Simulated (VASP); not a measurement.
# La2O3 (P-3m1) in VASP: notebook

The runs below take La2O3 through single point, relaxation of cell and atoms, with PBEsol.

All numbers are computed with VASP 6.6.1; they aren't measurements. Logs are shortened: lines on timing, memory, paths and dates and some standing lists are left out, and cuts for length are marked.

## (1) The cell of the first run

It takes space group P-3m1 (No. 164, trigonal). The conventional cell has a = 3.906 Å, b = 3.906 Å, c = 6.041 Å, α = 90.00°, β = 90.00°, γ = 120.00°. La (site symmetry 3m) has 7 O at 2.35 to 2.70 Å within 3.1 Å. Within 3.2 Å of O (site symmetry 3m) lie 4 La at 2.35 to 2.42 Å and 6 O at 2.86 to 3.11 Å. Within 3.6 Å of O (site symmetry -3m) lie 6 La at 2.70 Å and 6 O at 3.11 Å.

## (2) Single point, PBEsol

The input, INCAR:

```
PREC     = Accurate       # precision mode
ENCUT    = 520            # plane-wave cutoff, eV
EDIFF    = 1E-7           # SCF threshold, eV
ISMEAR   = 0              # smearing method
SIGMA    = 0.02           # smearing width, eV
LREAL    = F              # projectors in reciprocal space
LASPH    = T              # aspherical terms in the spheres
NELM     = 80             # most SCF steps
ALGO     = Normal         # electronic algorithm
ISIF     = 2              # what is computed and relaxed
LWAVE    = F              # write WAVECAR
LCHARG   = F              # write CHGCAR
GGA      = PS             # functional
NBANDS   = 28             # bands
```

The input, KPOINTS:

```
regular mesh
0
Gamma
  9 9 4
```

The input, POSCAR:

```
La2O3
1.0
    3.9060069127      0.0000000000      0.0000000000
   -1.9530034563      3.3827012138      0.0000000000
    0.0000000000      0.0000000000      6.0409279149
La O
2 3
Direct
    0.6666666667      0.3333333333      0.7546159205
    0.3333333333      0.6666666667      0.2453840795
    0.6666666667      0.3333333333      0.3540129397
    0.3333333333      0.6666666667      0.6459870603
    0.0000000000      0.0000000000      0.0000000000
```

Potentials or basis: VASP PAW PBE potentials, release 64 (La, O).

Launch:

```bash
$ cat potpaw_PBE.64/La/POTCAR potpaw_PBE.64/O/POTCAR > POTCAR
$ mpirun -np 1 vasp_std > vasp.out
```

OUTCAR:

```text
PREC = Accurate
   ENCUT = 520
   EDIFF = 1E-7
   ISMEAR = 0
   LREAL = F
   LASPH = T
   NELM = 80
   ISIF = 2
   GGA = PS

 ion  position               nearest neighbor table
   1  0.667  0.333  0.755-   4 2.35   4 2.35   4 2.35   3 2.42   5 2.70   5 2.70   5 2.70
   2  0.333  0.667  0.245-   3 2.35   3 2.35   3 2.35   4 2.42   5 2.70   5 2.70   5 2.70
   3  0.667  0.333  0.354-   2 2.35   2 2.35   2 2.35   1 2.42
   4  0.333  0.667  0.646-   1 2.35   1 2.35   1 2.35   2 2.42
   5  0.000  0.000  0.000-   1 2.70   2 2.70   1 2.70   2 2.70   1 2.70   2 2.70

  LATTYP: Found a hexagonal cell.
 ALAT       =     3.9060069127
 C/A-ratio  =     1.5465737900

  Lattice vectors:

 A1 = (   3.9060069127,   0.0000000000,   0.0000000000)
 A2 = (  -1.9530034563,   3.3827012138,   0.0000000000)
 A3 = (   0.0000000000,   0.0000000000,   6.0409279149)

Analysis of symmetry for initial positions (statically):
=====================================================================
 Subroutine PRICEL returns:
 Original cell was already a primitive cell.

 Routine SETGRP: Setting up the symmetry group for a
 hexagonal supercell.

 Subroutine GETGRP returns: Found 12 space group operations
 (whereof 12 operations were pure point group operations)
 out of a pool of 24 trial point group operations.

The static configuration has the point symmetry D_3d.

Analysis of symmetry for dynamics (positions and initial velocities):
=====================================================================
 Subroutine PRICEL returns:
 Original cell was already a primitive cell.

 Routine SETGRP: Setting up the symmetry group for a
 hexagonal supercell.

 Subroutine GETGRP returns: Found 12 space group operations
 (whereof 12 operations were pure point group operations)
 out of a pool of 24 trial point group operations.

The dynamic configuration has the point symmetry D_3d.

 Subroutine INISYM returns: Found 12 space group operations
 (whereof 12 operations are pure point group operations),
 and found     1 'primitive' translations

----------------------------------------------------------------------------------------

                                     Primitive cell

  volume of cell :      79.8179

  direct lattice vectors                    reciprocal lattice vectors
     3.906006913  0.000000000  0.000000000     0.256015932  0.147810867  0.000000000
    -1.953003456  3.382701214  0.000000000     0.000000000  0.295621734  0.000000000
     0.000000000  0.000000000  6.040927915     0.000000000  0.000000000  0.165537483

  length of vectors
     3.906006913  3.906006913  6.040927915     0.295621734  0.295621734  0.165537483

  position of ions in fractional coordinates (direct lattice)
     0.666666667  0.333333333  0.754615921
     0.333333333  0.666666667  0.245384079
     0.666666667  0.333333333  0.354012940
     0.333333333  0.666666667  0.645987060
     0.000000000  0.000000000  0.000000000

  ion indices of the primitive-cell ions
   primitive index   ion index
                 1           1
                 2           2
                 3           3
                 4           4
                 5           5

----------------------------------------------------------------------------------------

 KPOINTS: regular mesh

Automatic generation of k-mesh.
 Grid dimensions read from file:
 generate k-points for:    9    9    4

 Generating k-lattice:

  Cartesian coordinates                     Fractional coordinates (reciprocal lattice)
     0.028446215  0.016423430  0.000000000     0.111111111  0.000000000  0.000000000
     0.000000000  0.032846859  0.000000000     0.000000000  0.111111111  0.000000000
     0.000000000  0.000000000  0.041384371     0.000000000  0.000000000  0.250000000

  Length of vectors
     0.032846859  0.032846859  0.041384371

  Shift w.r.t. Gamma in fractional coordinates (k-lattice)
     0.000000000  0.000000000  0.000000000

 Subroutine IBZKPT returns following result:
 ===========================================

 Found     43 irreducible k-points:

 Following reciprocal coordinates:
            Coordinates               Weight
  0.000000  0.000000  0.000000      1.000000
  0.111111  0.000000  0.000000      6.000000
  0.222222  0.000000  0.000000      6.000000
  0.333333  0.000000  0.000000      6.000000
  0.444444  0.000000  0.000000      6.000000
  0.111111  0.111111  0.000000      6.000000
[... 16 lines left out ...]
  0.222222  0.111111  0.250000     12.000000
 -0.111111  0.333333  0.250000     12.000000
 [... further k-points ...]
   k-points           NKPTS =     43   k-points in BZ     NKDIM =     43   number of bands    NBANDS=     28
   number of dos      NEDOS =    301   number of ions     NIONS =      5
   total plane-waves  NPLWV =  43200
   dimension x,y,z NGX =    30 NGY =   30 NGZ =   48
   dimension x,y,z NGXF=    60 NGYF=   60 NGZF=   96
   ions per type =               2   3
   NGX,Y,Z   is equivalent  to a cutoff of  12.77, 12.77, 13.21 a.u.
   NGXF,Y,Z  is equivalent  to a cutoff of  25.54, 25.54, 26.42 a.u.
 SYSTEM =  unknown system
   PREC   = accura    normal or accurate (medium, high low for compatibility)
   ISTART =      0    job   : 0-new  1-cont  2-samecut
   ICHARG =      2    charge: 1-file 2-atom 10-const
   ISPIN  =      1    spin polarized calculation?
   LNONCOLLINEAR =      F non collinear calculations
   LSORBIT =      F    spin-orbit coupling
   LASPH  =      T    aspherical Exc in radial PAW
   ENCUT  =  520.0 eV  38.22 Ry    6.18 a.u.   7.26  7.26 11.23*2*pi/ulx,y,z
   NELM   =     80;   NELMIN=  2; NELMDL= -5     # of ELM steps
   EDIFF  = 0.1E-06   stopping-criterion for ELM
   LREAL  =      F    real-space projection
   EDIFFG = 0.1E-05   stopping-criterion for IOM
   NSW    =      0    number of steps for IOM
   IBRION =     -1    ionic relax: 0-MD 1-quasi-New 2-CG
   NFREE  =      0    steps in history (QN), initial steepest desc. (CG)
   ISIF   =      2    stress and relaxation
   ISYM   =      2    0-nonsym 1-usesym 2-fastsym
   POTIM  = 0.5000    time-step for ionic-motion
   TEBEG  =    0.0;   TEEND  =   0.0 temperature during run
   PSTRESS=    0.0 pullay stress
   NELECT =      40.0000    total number of electrons
   NUPDOWN=      -1.0000    fix difference up-down
   EMIN   =  10.00;   EMAX   =-10.00  energy-range for DOS
   EFERMI =   0.00;   METHOD = LEGACY
   ISMEAR =     0;   SIGMA  =   0.02  broadening in eV -4-tet -1-fermi 0-gaus
   EFERMI_NEDOS =   21; number of points for ismear=-14 and -15
   IALGO  =     38    algorithm
   IMIX   =      4    mixing-type and parameters
     AMIX     =   0.40;   BMIX     =  1.00
     AMIX_MAG =   1.60;   BMIX_MAG =  1.00
  volume/ion in A,a.u.               =      15.96       107.73
  Fermi-wavevector in a.u.,A,eV,Ry     =   1.300353  2.457312 23.006349  1.690919
  Thomas-Fermi vector in A             =   2.431558
   LORBIT       =      0    0 simple, 1 ext, 2 COOP (PROOUT), +10 PAW based schemes
   GGA     = PS    functional components
   LHFCALC =     F    Hartree Fock is set to
   AEXX    =    0.0000 exact exchange contribution
   IVDW    =     0    specifies the selected vdW correction
   LEPSILON=     F    determine dielectric tensor
   LRPA    =     F    only Hartree local field effects (RPA)
 non-spin polarized calculation
 Gauss-broadening in eV      SIGMA  =   0.02
  energy-cutoff  :      520.00
  volume of cell :       79.82
 maximum number of plane-waves:      2189
 NGX is ok and might be reduce to    30
   NGX = 15   NGY = 15   NGZ = 23

 number of electron      39.9999995 magnetization

 Free energy of the ion-electron system (eV)
  ---------------------------------------------------
  ext. energy  EPLUGINS =         0.00000000
  ---------------------------------------------------
  free energy    TOTEN  =       -43.70947612 eV

  energy without entropy =      -43.70947612  energy(sigma->0) =      -43.70947612

 E-fermi :   6.1567     XC(G=0): -10.8447

 val. band max:        6.0541748085   @ k =   0.4444   0.0000   0.5000
 cond. band min:       9.8535695086   @ k =   0.3333   0.3333   0.0000
 fundamental gap:      3.7993947001
 Fermi energy:         6.1567086503

 k-point     1 :       0.0000    0.0000    0.0000
  band No.  band energies     occupation
      1     -23.6281      2.00000
      2     -23.3448      2.00000
      3     -10.9139      2.00000
      4      -9.5831      2.00000
      5      -9.1449      2.00000
      6      -7.0939      2.00000
[... 20 lines left out ...]
     27      11.6332      0.00000
     28      11.8647      0.00000

 k-point     2 :       0.1111    0.0000    0.0000
  band No.  band energies     occupation
      1     -23.6041      2.00000
      2     -23.3352      2.00000
      3     -10.9057      2.00000
      4      -9.8273      2.00000
      5      -9.3331      2.00000
      6      -7.1502      2.00000
[... 20 lines left out ...]
     27      11.7275      0.00000
     28      11.9040      0.00000

 k-point     3 :       0.2222    0.0000    0.0000
  band No.  band energies     occupation
      1     -23.5401      2.00000
      2     -23.3130      2.00000
      3     -10.9450      2.00000
      4     -10.3432      2.00000
      5      -9.5749      2.00000
      6      -7.2792      2.00000
[... 20 lines left out ...]
     27      11.7841      0.00000
     28      11.8258      0.00000

 k-point     4 :       0.3333    0.0000    0.0000
  band No.  band energies     occupation
      1     -23.4589      2.00000
      2     -23.2942      2.00000
      3     -11.0945      2.00000
      4     -10.8392      2.00000
      5      -9.5392      2.00000
      6      -7.4109      2.00000
[... 20 lines left out ...]
     27      11.7053      0.00000
     28      11.7280      0.00000

 k-point     5 :       0.4444    0.0000    0.0000
  band No.  band energies     occupation
      1     -23.3950      2.00000
      2     -23.2918      2.00000
      3     -11.2131      2.00000
      4     -11.1458      2.00000
      5      -9.3596      2.00000
      6      -7.7173      2.00000
[... 20 lines left out ...]
     27      11.6417      0.00000
     28      11.6897      0.00000

 k-point     6 :       0.1111    0.1111    0.0000
  band No.  band energies     occupation
      1     -23.5600      2.00000
      2     -23.3193      2.00000
      3     -10.9226      2.00000
      4     -10.1838      2.00000
      5      -9.5530      2.00000
      6      -7.2545      2.00000
[... 463 lines left out ...]
      5      -9.1807      2.00000
      6      -7.6005      2.00000
[... 20 lines left out ...]
     27      11.6514      0.00000
     28      11.6632      0.00000

 k-point    22 :       0.1111    0.1111    0.2500
  band No.  band energies     occupation
      1     -23.5262      2.00000
      2     -23.3552      2.00000
      3     -10.9193      2.00000
      4     -10.2333      2.00000
      5      -9.4577      2.00000
      6      -7.2244      2.00000
[... 20 lines left out ...]
     27      11.6382      0.00000
     28      11.8548      0.00000

 k-point    23 :       0.2222    0.1111    0.2500
  band No.  band energies     occupation
      1     -23.4600      2.00000
      2     -23.3270      2.00000
      3     -11.0845      2.00000
      4     -10.6655      2.00000
      5      -9.5606      2.00000
      6      -7.3959      2.00000
[... 20 lines left out ...]
     27      11.6721      0.00000
     28      11.8005      0.00000

 k-point    24 :      -0.1111    0.3333    0.2500
  band No.  band energies     occupation
      1     -23.4606      2.00000
      2     -23.3264      2.00000
      3     -11.0862      2.00000
      4     -10.7284      2.00000
      5      -9.3948      2.00000
      6      -7.4543      2.00000
[... 20 lines left out ...]
     27      11.6763      0.00000
     28      11.7757      0.00000

 [... further k-points ...]

------------------------ aborting loop because EDIFF is reached ----------------------------------------

  FORCE on cell =-STRESS in cart. coord.  units (eV):
  Direction    XX          YY          ZZ          XY          YZ          ZX
  --------------------------------------------------------------------------------------
  -------------------------------------------------------------------------------------
  Total       -0.0982125     -0.0982125     -0.0880466     -0.0000000      0.0000000      0.0000000
  in kB       -1.9714105     -1.9714105     -1.7673510     -0.0000000      0.0000000      0.0000000
  external PRESSURE =      -1.9033907 kB  Pullay stress =       0.0000000 kB

 VOLUME and BASIS-vectors are now :
 -----------------------------------------------------------------------------
  energy-cutoff  :      520.00
  volume of cell :       79.82
      direct lattice vectors                 reciprocal lattice vectors
     3.906006913  0.000000000  0.000000000     0.256015932  0.147810867  0.000000000
    -1.953003456  3.382701214  0.000000000     0.000000000  0.295621734  0.000000000
     0.000000000  0.000000000  6.040927915     0.000000000  0.000000000  0.165537483

 POSITION                                       TOTAL-FORCE (eV/Angst)
 -----------------------------------------------------------------------------------
      1.95300      1.12757      4.55858        -0.000000      0.000000     -0.007966
     -0.00000      2.25513      1.48235         0.000000     -0.000000      0.007966
      1.95300      1.12757      2.13857        -0.000000      0.000000     -0.002476
     -0.00000      2.25513      3.90236         0.000000      0.000000      0.002476
      0.00000      0.00000      0.00000        -0.000000      0.000000     -0.000000
 -----------------------------------------------------------------------------------
    total drift:                               -0.000000     -0.000000      0.000000

  FREE ENERGIE OF THE ION-ELECTRON SYSTEM (eV)
  ---------------------------------------------------
  free  energy   TOTEN  =       -43.7094761193 eV

  energy  without entropy=      -43.7094761193  energy(sigma->0) =      -43.70947612
```

Run time: 4.1 min. Hardware: 1 thread of Intel Xeon 8259CL, shared host; peak memory 0.26 GiB.

What came out:

| Property | Result |
| --- | --- |
| Free energy | -43.7095 eV |
| Pressure | -0.2 GPa |
| Largest force | 0.008 eV/Å |
| Band gap on the k mesh | 3.80 eV (least direct gap 3.87 eV) |

Forces on the atoms (eV/Å):
```
La   0.000  0.000 -0.008
La   0.000  0.000  0.008
O    0.000  0.000 -0.002
O    0.000  0.000  0.002
O    0.000  0.000  0.000
```

Caveat: the PAW data sets were made with another functional, which shifts forces and pressure a little; spin-orbit coupling is left out, which moves the levels of the heavy elements; an odd mesh through Γ misses points on the zone boundary, where band edges can lie.

## (3) Relaxation of cell and atoms, PBEsol

This run uses another cell than the first one, of 16.64 Å³/atom.

The input, INCAR:

```
PREC = Accurate ; ENCUT = 600
EDIFF = 1E-6 ; ISMEAR = 0
SIGMA = 0.02 ; LREAL = F
LASPH = T ; NELM = 60
ALGO = Normal ; ISIF = 3
LWAVE = F ; LCHARG = F
GGA = PS ; IBRION = 2
NSW = 70 ; EDIFFG = -0.005
```

KPOINTS is that of step 2.

The input, POSCAR:

```
La2O3
1.0
    3.9404525857      0.0000000000      0.0000000000
   -1.9702262928      3.4125320416      0.0000000000
    0.0000000000      0.0000000000      6.1873633923
La O
2 3
Direct
    0.6666666667      0.3333333333      0.7526270479
    0.3333333333      0.6666666667      0.2473729521
    0.6666666667      0.3333333333      0.3546960238
    0.3333333333      0.6666666667      0.6453039762
    0.0000000000      0.0000000000      0.0000000000
```

Potentials or basis: VASP PAW PBE potentials, release 64 (La, O).

Launch:

```bash
$ cat potpaw_PBE.64/La/POTCAR potpaw_PBE.64/O/POTCAR > POTCAR
$ mpirun -np 1 vasp_std > vasp.out
```

Run time: 19 min. Hardware: 1 thread of Intel Xeon 8259CL, shared host; peak memory 0.3 GiB.

The run converged. Its results:

| Item | Value |
| --- | --- |
| Free energy | -43.7212 eV |
| Relaxed volume | 15.92 Å³/atom |
| Relaxed cell | a = 3.904 Å, b = 3.904 Å, c = 6.032 Å, α = 90.00°, β = 90.00°, γ = 120.00° |
| Space group after relaxing (to 0.1 Å) | P-3m1 (No. 164) |
| Energy gained by relaxing | 11.3 meV/atom |
| Ionic steps | 12 |
| Pressure after relaxing | 0.0 GPa |
| Largest force after relaxing | 0.005 eV/Å |
| Band gap on the k mesh | 3.80 eV (least direct gap 3.87 eV) |

Forces on the atoms (eV/Å):
```
La   0.000  0.000  0.005
La   0.000  0.000 -0.005
O    0.000  0.000  0.001
O    0.000  0.000 -0.001
O    0.000  0.000  0.000
```

The path:
| step | energy change (eV) | largest force (eV/Å) | pressure (GPa) | volume (Å³) |
| --- | --- | --- | --- | --- |
| 1 | 0.0000 | 0.1229 | -5.03 | 83.20 |
| 2 | 0.0077 | 0.6265 | 6.04 | 77.07 |
| 3 | -0.0501 | 0.2203 | -0.11 | 80.16 |
| 4 | -0.0545 | 0.0435 | -0.05 | 79.88 |
| 5 | -0.0551 | 0.0506 | -0.02 | 79.74 |
| 6 | -0.0559 | 0.0468 | 0.07 | 79.66 |
| 7 | -0.0562 | 0.0421 | 0.13 | 79.59 |
| 8 | -0.0563 | 0.0246 | -0.20 | 79.73 |
| 9 | -0.0563 | 0.0276 | -0.17 | 79.71 |
| 10 | -0.0564 | 0.0050 | -0.05 | 79.64 |
| 11 | -0.0565 | 0.0050 | -0.03 | 79.62 |
| 12 | -0.0565 | 0.0048 | -0.02 | 79.62 |

Final structure:
```
La O
1.0
     3.90405    0.00000    0.00000
    -1.95203    3.38101    0.00000
     0.00000    0.00000    6.03198
La O
2 3
Direct
  0.66667 0.33333 0.75470
  0.33333 0.66667 0.24530
  0.66667 0.33333 0.35386
  0.33333 0.66667 0.64614
  0.00000 0.00000 0.00000
```

Levels at points of the mesh, in eV from the valence-band top:
```tsv
k point	band 17	band 18	band 19	band 20	band 21	band 22	band 23	band 24
(0.00, 0.00, 0.00)	-1.75	-0.42	-0.42	-0.14	4.33	4.59	4.59	5.28
(0.00, 0.00, 0.50)	-1.06	-0.85	-0.31	-0.31	4.79	4.79	4.80	5.12
```

Caveat: the PAW data sets were made with another functional, which shifts forces and pressure a little; spin-orbit coupling is left out, which moves the levels of the heavy elements; an odd mesh through Γ misses points on the zone boundary, where band edges can lie.
